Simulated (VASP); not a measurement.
# Mo in VASP: a series of runs

Runs on Mo. Level: PBEsol. Tasks: single point.

All numbers are computed with VASP 6.6.1; they aren't measurements. Logs are shortened: lines on timing, memory, paths and dates and some standing lists are left out, and cuts for length are marked.

## 1. The cell of the first run

The cell holds a slab with vacuum, 3 atoms: a = 3.135 Å, b = 3.135 Å, c = 15.135 Å, α = 90.00°, β = 90.00°, γ = 90.00°.

## 2. Single point, PBEsol

The input, INCAR:

```
ALGO = Normal ; EDIFF = 1E-6
ENCUT = 520 ; GGA = PS
ISIF = 2 ; ISMEAR = 1
LASPH = True ; LCHARG = False
LREAL = False ; LWAVE = False
NBANDS = 28 ; NELM = 100
PREC = Accurate ; SIGMA = 0.1
```

The input, KPOINTS:

```
k-points
0
Gamma
  16 16 1
```

The input, POSCAR:

```
Mo
1.0
    3.1350000000      0.0000000000      0.0000000000
    0.0000000000      3.1350000000      0.0000000000
    0.0000000000      0.0000000000     15.1350000000
Mo
3
Direct
    0.0000000000      0.0000000000      0.3964321110
    0.5000000000      0.5000000000      0.5000000000
    0.0000000000      0.0000000000      0.6035678890
```

Potentials or basis: VASP PAW PBE potentials, release 64 (Mo_sv).

The run is started by

```
cat potpaw_PBE.64/Mo_sv/POTCAR > POTCAR
mpirun -np 1 vasp_std > vasp.out
```

OUTCAR:

```text
EDIFF = 1E-6
   ENCUT = 520
   GGA = PS
   ISIF = 2
   ISMEAR = 1
   LASPH = True
   LREAL = False
   NELM = 100
   PREC = Accurate

 ion  position               nearest neighbor table
   1  0.000  0.000  0.396-   2 2.71   2 2.71   2 2.71   2 2.71   3 3.14
   2  0.500  0.500  0.500-   1 2.71   3 2.71   1 2.71   3 2.71   1 2.71   3 2.71   1 2.71   3 2.71

   3  0.000  0.000  0.604-   2 2.71   2 2.71   2 2.71   2 2.71   1 3.14

  LATTYP: Found a simple tetragonal cell.
 ALAT       =     3.1350000000
 C/A-ratio  =     4.8277511962

  Lattice vectors:

 A1 = (   3.1350000000,   0.0000000000,   0.0000000000)
 A2 = (   0.0000000000,   3.1350000000,   0.0000000000)
 A3 = (   0.0000000000,   0.0000000000,  15.1350000000)

Analysis of symmetry for initial positions (statically):
=====================================================================
 Subroutine PRICEL returns:
 Original cell was already a primitive cell.

 Routine SETGRP: Setting up the symmetry group for a
 simple tetragonal supercell.

 Subroutine GETGRP returns: Found 16 space group operations
 (whereof 16 operations were pure point group operations)
 out of a pool of 16 trial point group operations.

The static configuration has the point symmetry D_4h.

Analysis of symmetry for dynamics (positions and initial velocities):
=====================================================================
 Subroutine PRICEL returns:
 Original cell was already a primitive cell.

 Routine SETGRP: Setting up the symmetry group for a
 simple tetragonal supercell.

 Subroutine GETGRP returns: Found 16 space group operations
 (whereof 16 operations were pure point group operations)
 out of a pool of 16 trial point group operations.

The dynamic configuration has the point symmetry D_4h.

 Subroutine INISYM returns: Found 16 space group operations
 (whereof 16 operations are pure point group operations),
 and found     1 'primitive' translations

----------------------------------------------------------------------------------------

                                     Primitive cell

  volume of cell :     148.7502

  direct lattice vectors                    reciprocal lattice vectors
     3.135000000  0.000000000  0.000000000     0.318979266  0.000000000  0.000000000
     0.000000000  3.135000000  0.000000000     0.000000000  0.318979266  0.000000000
     0.000000000  0.000000000 15.135000000     0.000000000  0.000000000  0.066072019

  length of vectors
     3.135000000  3.135000000 15.135000000     0.318979266  0.318979266  0.066072019

  position of ions in fractional coordinates (direct lattice)
     0.000000000  0.000000000  0.396432111
     0.500000000  0.500000000  0.500000000
     0.000000000  0.000000000  0.603567889

  ion indices of the primitive-cell ions
   primitive index   ion index
                 1           1
                 2           2
                 3           3

----------------------------------------------------------------------------------------

 KPOINTS: k-points

Automatic generation of k-mesh.
 Grid dimensions read from file:
 generate k-points for:   16   16    1

 Generating k-lattice:

  Cartesian coordinates                     Fractional coordinates (reciprocal lattice)
     0.019936204  0.000000000  0.000000000     0.062500000  0.000000000  0.000000000
     0.000000000  0.019936204  0.000000000     0.000000000  0.062500000  0.000000000
     0.000000000  0.000000000  0.066072019     0.000000000  0.000000000  1.000000000

  Length of vectors
     0.019936204  0.019936204  0.066072019

  Shift w.r.t. Gamma in fractional coordinates (k-lattice)
     0.000000000  0.000000000  0.000000000

 Subroutine IBZKPT returns following result:
 ===========================================

 Found     45 irreducible k-points:

 Following reciprocal coordinates:
            Coordinates               Weight
  0.000000  0.000000  0.000000      1.000000
  0.062500  0.000000  0.000000      4.000000
  0.125000  0.000000  0.000000      4.000000
  0.187500  0.000000  0.000000      4.000000
  0.250000  0.000000  0.000000      4.000000
  0.312500  0.000000  0.000000      4.000000
[... 16 lines left out ...]
  0.437500  0.125000  0.000000      8.000000
  0.500000  0.125000  0.000000      4.000000
 [... further k-points ...]
   k-points           NKPTS =     45   k-points in BZ     NKDIM =     45   number of bands    NBANDS=     28
   number of dos      NEDOS =    301   number of ions     NIONS =      3
   total plane-waves  NPLWV =  69120
   dimension x,y,z NGX =    24 NGY =   24 NGZ =  120
   dimension x,y,z NGXF=    48 NGYF=   48 NGZF=  240
   ions per type =               3
   NGX,Y,Z   is equivalent  to a cutoff of  12.73, 12.73, 13.18 a.u.
   NGXF,Y,Z  is equivalent  to a cutoff of  25.45, 25.45, 26.36 a.u.
 SYSTEM =  unknown system
   PREC   = accura    normal or accurate (medium, high low for compatibility)
   ISTART =      0    job   : 0-new  1-cont  2-samecut
   ICHARG =      2    charge: 1-file 2-atom 10-const
   ISPIN  =      1    spin polarized calculation?
   LNONCOLLINEAR =      F non collinear calculations
   LSORBIT =      F    spin-orbit coupling
   LASPH  =      T    aspherical Exc in radial PAW
   ENCUT  =  520.0 eV  38.22 Ry    6.18 a.u.   5.83  5.83 28.14*2*pi/ulx,y,z
   NELM   =    100;   NELMIN=  2; NELMDL= -5     # of ELM steps
   EDIFF  = 0.1E-05   stopping-criterion for ELM
   LREAL  =      F    real-space projection
   EDIFFG = 0.1E-04   stopping-criterion for IOM
   NSW    =      0    number of steps for IOM
   IBRION =     -1    ionic relax: 0-MD 1-quasi-New 2-CG
   NFREE  =      0    steps in history (QN), initial steepest desc. (CG)
   ISIF   =      2    stress and relaxation
   ISYM   =      2    0-nonsym 1-usesym 2-fastsym
   POTIM  = 0.5000    time-step for ionic-motion
   TEBEG  =    0.0;   TEEND  =   0.0 temperature during run
   PSTRESS=    0.0 pullay stress
   NELECT =      42.0000    total number of electrons
   NUPDOWN=      -1.0000    fix difference up-down
   EMIN   =  10.00;   EMAX   =-10.00  energy-range for DOS
   EFERMI =   0.00;   METHOD = LEGACY
   ISMEAR =     1;   SIGMA  =   0.10  broadening in eV -4-tet -1-fermi 0-gaus
   EFERMI_NEDOS =   21; number of points for ismear=-14 and -15
   IALGO  =     38    algorithm
   IMIX   =      4    mixing-type and parameters
     AMIX     =   0.40;   BMIX     =  1.00
     AMIX_MAG =   1.60;   BMIX_MAG =  1.00
  volume/ion in A,a.u.               =      49.58       334.61
  Fermi-wavevector in a.u.,A,eV,Ry     =   1.074003  2.029571 15.694076  1.153482
  Thomas-Fermi vector in A             =   2.209819
   LORBIT       =      0    0 simple, 1 ext, 2 COOP (PROOUT), +10 PAW based schemes
   GGA     = PS    functional components
   LHFCALC =     F    Hartree Fock is set to
   AEXX    =    0.0000 exact exchange contribution
   IVDW    =     0    specifies the selected vdW correction
   LEPSILON=     F    determine dielectric tensor
   LRPA    =     F    only Hartree local field effects (RPA)
 non-spin polarized calculation
 Methfessel and Paxton  Order N= 1 SIGMA  =   0.10
  energy-cutoff  :      520.00
  volume of cell :      148.75
 maximum number of plane-waves:      4060
 NGX is ok and might be reduce to    24
   NGX = 11   NGY = 11   NGZ = 57

 number of electron      41.9999998 magnetization

 Free energy of the ion-electron system (eV)
  ---------------------------------------------------
  ext. energy  EPLUGINS =         0.00000000
  ---------------------------------------------------
  free energy    TOTEN  =       -30.50838269 eV

  energy without entropy =      -30.50950842  energy(sigma->0) =      -30.50875793

 E-fermi :   1.1776     XC(G=0):  -5.8229

 val. band max:        1.1643954138   @ k =   0.3125   0.1250   0.0000
 cond. band min:       1.1822041890   @ k =   0.1875   0.0625   0.0000
 fundamental gap:      0.0178087752
 Fermi energy:         1.1776429635

 k-point     1 :       0.0000    0.0000    0.0000
  band No.  band energies     occupation
      1     -59.9232      2.00000
      2     -59.7027      2.00000
      3     -59.5787      2.00000
      4     -34.2004      2.00000
      5     -34.0892      2.00000
      6     -34.0892      2.00000
[... 20 lines left out ...]
     27       3.6723      0.00000
     28       3.6732      0.00000

 k-point     2 :       0.0625    0.0000    0.0000
  band No.  band energies     occupation
      1     -59.9193      2.00000
      2     -59.7019      2.00000
      3     -59.5811      2.00000
      4     -34.2025      2.00000
      5     -34.1288      2.00000
      6     -34.0820      2.00000
[... 20 lines left out ...]
     27       3.5043      0.00000
     28       3.8103      0.00000

 k-point     3 :       0.1250    0.0000    0.0000
  band No.  band energies     occupation
      1     -59.9079      2.00000
      2     -59.6995      2.00000
      3     -59.5881      2.00000
      4     -34.2108      2.00000
      5     -34.2034      2.00000
      6     -34.0605      2.00000
[... 20 lines left out ...]
     27       3.1169     -0.00000
     28       3.7547      0.00000

 k-point     4 :       0.1875    0.0000    0.0000
  band No.  band energies     occupation
      1     -59.8897      2.00000
      2     -59.6960      2.00000
      3     -59.5998      2.00000
      4     -34.2831      2.00000
      5     -34.2295      2.00000
      6     -34.0260      2.00000
[... 578 lines left out ...]
     27       3.3176      0.00000
     28       3.8973      0.00000

 k-point    23 :       0.4375    0.1250    0.0000
  band No.  band energies     occupation
      1     -59.7770      2.00000
      2     -59.6794      2.00000
      3     -59.6785      2.00000
      4     -34.4875      2.00000
      5     -34.3292      2.00000
      6     -34.0684      2.00000
[... 20 lines left out ...]
     27       3.3103      0.00000
     28       4.2184      0.00000

 k-point    24 :       0.5000    0.1250    0.0000
  band No.  band energies     occupation
      1     -59.7655      2.00000
      2     -59.6892      2.00000
      3     -59.6777      2.00000
      4     -34.4984      2.00000
      5     -34.3378      2.00000
      6     -34.0690      2.00000
[... 20 lines left out ...]
     27       3.3874      0.00000
     28       4.4837      0.00000

 [... further k-points ...]
[... 5 lines left out ...]
  --------------------------------------------------------------------------------------
  -------------------------------------------------------------------------------------
  Total       -8.8921665     -8.8921665     -4.7452093      0.0000000      0.0000000      0.0000000
  in kB      -95.7768723    -95.7768723    -51.1103009      0.0000000      0.0000000      0.0000000
  external PRESSURE =     -80.8880152 kB  Pullay stress =       0.0000000 kB

 VOLUME and BASIS-vectors are now :
 -----------------------------------------------------------------------------
  energy-cutoff  :      520.00
  volume of cell :      148.75
      direct lattice vectors                 reciprocal lattice vectors
     3.135000000  0.000000000  0.000000000     0.318979266  0.000000000  0.000000000
     0.000000000  3.135000000  0.000000000     0.000000000  0.318979266  0.000000000
     0.000000000  0.000000000 15.135000000     0.000000000  0.000000000  0.066072019

 POSITION                                       TOTAL-FORCE (eV/Angst)
 -----------------------------------------------------------------------------------
      0.00000      0.00000      6.00000        -0.000000     -0.000000      1.508441
      1.56750      1.56750      7.56750         0.000000     -0.000000      0.000000
      0.00000      0.00000      9.13500         0.000000      0.000000     -1.508441
 -----------------------------------------------------------------------------------
    total drift:                                0.000000      0.000000     -0.000000

  FREE ENERGIE OF THE ION-ELECTRON SYSTEM (eV)
  ---------------------------------------------------
  free  energy   TOTEN  =       -30.5083826890 eV

  energy  without entropy=      -30.5095084154  energy(sigma->0) =      -30.50875793
```

Wall time 3 min (1 thread of Intel Xeon Platinum 8375C at 2.90GHz (Ice Lake), shared host); peak memory 0.31 GiB.

What came out:

```yaml
Free_energy: -30.5084 eV
Largest_force: 1.508 eV/Å
Band_gap_on_the_k_mesh: zero (band 21 reaches 2.30 eV, above the bottom of band 22 at 0.94 eV)
```

Forces on the atoms (eV/Å):
```
Mo   0.000  0.000  1.508
Mo   0.000  0.000  0.000
Mo   0.000  0.000 -1.508
```

Levels at points of the mesh, in eV from the Fermi level:
```csv
k point,band 19,band 20,band 21,band 22,band 23,band 24
"(0.00, 0.00, 0.00)",-1.03,-0.55,-0.19,-0.02,0.13,0.13
"(0.50, 0.00, 0.00)",-1.35,-1.06,-0.02,0.41,0.89,1.05
"(0.50, 0.50, 0.00)",-1.82,1.12,1.12,1.42,1.48,2.22
```

Caveat: the PAW data sets were made with another functional, which shifts forces and pressure a little.

## 3. Single point, PBEsol

The input, INCAR:

```
SYSTEM = Mo
ALGO = Normal ; EDIFF = 1E-7
ENCUT = 520 ; GGA = PS
ISIF = 2 ; ISMEAR = 1
LASPH = .True. ; LCHARG = .False.
LREAL = .False. ; LWAVE = .False.
NBANDS = 28 ; NELM = 80
PREC = Accurate ; SIGMA = 0.1
```

The input, KPOINTS:

```
k-points
0
Gamma
  16 16 1
  0 0 0
```

The input, POSCAR:

```
Mo
1.0
    3.1350000000      0.0000000000      0.0000000000
    0.0000000000      3.1350000000      0.0000000000
    0.0000000000      0.0000000000     15.1350000000
Mo
3
Direct
    0.0000000000      0.0000000000      0.4060761576
    0.5000000000      0.5000000000      0.5000000000
    0.0000000000      0.0000000000      0.5939238424
```

Potentials or basis: VASP PAW PBE potentials, release 64 (Mo_sv).

The run is started by

```
cat potpaw_PBE.64/Mo_sv/POTCAR > POTCAR
mpirun -np 1 vasp_std > vasp.out
```

Wall time 2.8 min (1 thread of Intel Xeon Platinum 8375C at 2.90GHz (Ice Lake), shared host); peak memory 0.3 GiB.

Results (log left out):

```
Free energy            : -30.7023 eV
Largest force          : 0.028 eV/Å
Band gap on the k mesh : zero (band 21 reaches 2.26 eV, above the bottom of band 22 at 0.83 eV)
```

Forces on the atoms (eV/Å):
```
Mo   0.000  0.000 -0.028
Mo   0.000  0.000  0.000
Mo   0.000  0.000  0.028
```

Levels at points of the mesh, in eV from the Fermi level:
```tsv
k point	band 17	band 18	band 19	band 20	band 21	band 22	band 23	band 24	band 25	band 26
(0.00, 0.00, 0.00)	-2.30	-1.28	-0.99	-0.99	-0.23	-0.23	-0.17	-0.06	1.01	1.31
(0.50, 0.00, 0.00)	-2.61	-2.09	-1.47	-0.92	-0.09	0.79	1.26	1.29	1.83	2.13
(0.50, 0.50, 0.00)	-2.19	-2.11	-2.11	0.98	0.98	1.02	1.79	1.98	2.30	2.57
```

Caveat: the PAW data sets were made with another functional, which shifts forces and pressure a little.
